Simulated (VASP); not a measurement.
## AlN: single point with PBE

**The experiment to reproduce.**

From “Self-assembly of well-separated AlN nanowires directly on sputtered metallic TiN films”, 2019, arxiv:1910.07391, for a bulk crystal of AlN at 10 K: band gap 6.034 eV (an exciton energy, a little under the gap).

The system is AlN.

```
Al N
1.0
     3.13023    0.00000    0.00000
    -1.56512    2.71086    0.00000
     0.00000    0.00000    5.01807
Al N
2 2
Direct
  0.33333 0.66667 0.00173
  0.66667 0.33333 0.50173
  0.33333 0.66667 0.38327
  0.66667 0.33333 0.88327
```

```yaml
Program: VASP 6.6.1
Task: single point
Functional: PBE
Potentials_or_basis: VASP PAW PBE potentials, release 64 (Al, N)
Cutoff: 520 eV
k_mesh: 12 × 12 × 8
Occupations: gaussian, width 0.05 eV
Spin: no spin polarisation
```

```yaml
Pressure: -0.3 GPa
Band_gap_on_the_k_mesh: 4.04 eV
```

Levels at points of the mesh, in eV from the valence-band top:
| k point | band 4 | band 5 | band 6 | band 7 | band 8 | band 9 | band 10 | band 11 | band 12 | band 13 |
| --- | --- | --- | --- | --- | --- | --- | --- | --- | --- | --- |
| (0.00, 0.00, 0.00) | -0.85 | -0.85 | -0.20 | -0.20 | 0.00 | 4.04 | 6.51 | 10.46 | 11.03 | 11.03 |
| (0.50, 0.00, 0.00) | -4.12 | -3.29 | -2.05 | -1.74 | -0.68 | 5.76 | 5.76 | 8.02 | 10.14 | 10.81 |
| (0.00, 0.00, 0.50) | -3.30 | -0.53 | -0.53 | -0.53 | -0.53 | 6.31 | 6.31 | 10.16 | 10.16 | 11.34 |
| (0.50, 0.00, 0.50) | -5.52 | -1.44 | -1.44 | -1.35 | -1.35 | 5.24 | 5.24 | 9.14 | 9.14 | 11.60 |

It took 77 s on 1 thread of Intel Xeon 8259CL (shared host), peak memory 0.19 GiB.

Against the measured gap of AlN, 6.034 eV (an exciton energy, a little under the gap; 10 K; quoted in “Self-assembly of well-separated AlN nanowires directly on sputtered metallic TiN films”, 2019, arxiv:1910.07391), the calculated 4.04 eV is off by -1.99 eV. 2 values of this kind are on record (6.034 to 6.0343 eV); this one was drawn at random. The value is that of PBE on a finite k mesh, which can miss the band edges, without temperature or zero-point motion. Semilocal functionals fall short of measured gaps as a rule.
